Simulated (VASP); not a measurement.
A run of VASP 6.6.1 is set up as follows.

INCAR

```
ALGO = Normal
EDIFF = 1E-6
ENCUT = 520
GGA = PE
ISIF = 2
ISMEAR = -1
IVDW = 12
LASPH = T
LCHARG = F
LREAL = Auto
LWAVE = F
NBANDS = 66
NELM = 100
PREC = Accurate
SIGMA = 0.02
```

Contents of KPOINTS:

```
k-points
0
Gamma
  1 1 1
```

File POSCAR:

```
H4CO
1.0
    8.0548320000      0.0000000000      0.0000000000
    0.0000000000      8.0548320000      0.0000000000
    0.0000000000      0.0000000000      8.0548320000
C O H
6 6 24
Direct
    0.6854891573      0.5700677556      0.5818495035
    0.4450496298      0.2127294523      0.1765648247
    0.0283432355      0.0204101091      0.7468808785
    0.1078855524      0.5232014771      0.2974984457
    0.3076041809      0.4817853433      0.7552609415
    0.8893791950      0.9046743619      0.3001676509
    0.6868175525      0.3929690899      0.5560264944
    0.3074303722      0.0959548256      0.1943305584
    0.0108382149     -0.1556829491      0.7750254754
    0.2051563583      0.5189928232      0.1483705681
    0.2802417232      0.6421238829      0.8264728551
    0.8229221913      0.8024375927      0.1756833662
    0.7311884345      0.6119059963      0.7037514873
    0.7350370560      0.3335140944      0.6520558095
    0.7617291087      0.6268535458      0.4917917593
    0.5586708699      0.6070641821      0.5713092464
    0.4095926520      0.3389766540      0.2006994063
    0.3491692937     -0.0141033357      0.2104451092
    0.5456972908      0.1863974320      0.2629105114
    0.4864036891      0.2289557374      0.0492623558
   -0.0871278259      0.0806472438      0.7629209399
    0.1201018221     -0.2135488363      0.7728156217
    0.1101202359      0.0609447844      0.8515013100
    0.0883693167      0.0514349648      0.6282812602
    0.1400401647      0.6335327664      0.3676923367
    0.1767386334      0.4264148526      0.0784994647
   -0.0199631724      0.5288999199      0.2626870430
    0.1308034730      0.4160980639      0.3765938259
    0.4186182902      0.4785202224      0.6776056906
    0.2815949482      0.6348735765      0.9502867347
    0.3229738373      0.3902626399      0.8515633846
    0.2170374255      0.4478926438      0.6577790822
    0.8594468513      0.8558341130      0.4232118063
    0.8791617255      0.8389498378      0.0743528853
    1.0302759884      0.9049599048      0.2879513812
    0.8329161924      1.0232863950      0.2883486583
```

Potentials or basis: VASP PAW PBE potentials, release 64 (C, O, H).

The run is started by

```bash
$ cat potpaw_PBE.64/C/POTCAR potpaw_PBE.64/O/POTCAR potpaw_PBE.64/H/POTCAR > POTCAR
$ mpirun -np 1 vasp_gam > vasp.out
```

(1) What does it give for the largest force?

(2) Estimate the dispersion energy per atom.

## Answers

(1) 2.942 eV/Å.

(2) -0.026 eV.

Caveat: the k points lie up to 0.78 Å⁻¹ apart.
